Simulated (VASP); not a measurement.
A run of VASP 6.6.1 is set up as follows.

Contents of INCAR:

```
PREC = Accurate ; ENCUT = 600
EDIFF = 1E-6 ; ISMEAR = -1
SIGMA = 0.08 ; LREAL = F
LASPH = T ; NELM = 80
ALGO = Normal ; ISIF = 3
LWAVE = F ; LCHARG = F
GGA = PE ; IBRION = 2
NSW = 32 ; EDIFFG = -0.005
PSTRESS = 540.0
```

File KPOINTS:

```
regular mesh
0
Gamma
  17 17 17
```

The input POSCAR:

```
Ta
1.0
   -1.5562860692      1.5562860692      1.5562860692
    1.5562860692     -1.5562860692      1.5562860692
    1.5562860692      1.5562860692     -1.5562860692
Ta
1
Direct
    0.0000000000      0.0000000000      0.0000000000
```

Potentials or basis: VASP PAW PBE potentials, release 64 (Ta_pv).

The run is started by

```sh
$ cat potpaw_PBE.64/Ta_pv/POTCAR > POTCAR
$ mpirun -np 1 vasp_std > vasp.out
```

Problem. What does it give for the relaxed volume?

Solution. 15.10 Å³/atom.

Problem. Estimate the relaxed cell.

Solution. a = 2.697 Å, b = 2.697 Å, c = 2.697 Å, α = 109.47°, β = 109.47°, γ = 109.47°.

Problem. Predict the space group after relaxing (to 0.05 Å).

Solution. Im-3m (No. 229).

Final structure:
```yaml
crystal:
  lattice:
    - [-1.55717, 1.55717, 1.55717]
    - [1.55717, -1.55717, 1.55717]
    - [1.55717, 1.55717, -1.55717]
  atoms:
    - { symbol: Ta, position: [0.00000, 0.00000, 0.00000] }
```

Caveat: the cell is relaxed towards a set pressure, so the enthalpy falls and the energy may rise.
